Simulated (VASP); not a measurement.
A run of VASP 6.6.1 is set up as follows.

INCAR

```
SYSTEM = Ge2Sb2O
ALGO = Normal ; EDIFF = 1E-6
ENCUT = 600 ; GGA = PE
GGA_COMPAT = .FALSE. ; ISIF = 2
ISMEAR = 0 ; LASPH = .TRUE.
LCHARG = .TRUE. ; LELF = .TRUE.
LREAL = .FALSE. ; LVHAR = .TRUE.
LWAVE = .FALSE. ; NBANDS = 30
NELM = 120 ; PREC = Accurate
SIGMA = 0.1
```

KPOINTS

```
k-points
0
G
  12 12 6
  0 0 0
```

Contents of POSCAR:

```
Ge2Sb2O
1.0
    3.8417148314      0.0000000000      0.0000000000
   -1.9208574157      3.3270226381      0.0000000000
    0.0000000000      0.0000000000      8.0036902650
Ge Sb O
2 2 1
Direct
    0.6666666667      0.3333333333      0.4054087793
    0.3333333333      0.6666666667      0.5945912207
    0.6666666667      0.3333333333      0.8251314964
    0.3333333333      0.6666666667      0.1748685036
    0.0000000000      0.0000000000      0.0000000000
```

Potentials or basis: VASP PAW PBE potentials, release 64 (Ge_d, Sb, O).

The run is started by

```bash
$ cat potpaw_PBE.64/Ge_d/POTCAR potpaw_PBE.64/Sb/POTCAR potpaw_PBE.64/O/POTCAR > POTCAR
$ mpirun -np 1 vasp_std > vasp.out
```

(1) What does it give for the band gap on the k mesh?

(2) What does it give for the pressure?

(3) Predict the largest force.

Results:

(1) zero (bands 22 and 23 overlap by 1.84 eV).

(2) -0.3 GPa.

(3) 0.030 eV/Å.

Caveat: spin-orbit coupling is left out, which moves the levels of the heavy elements.
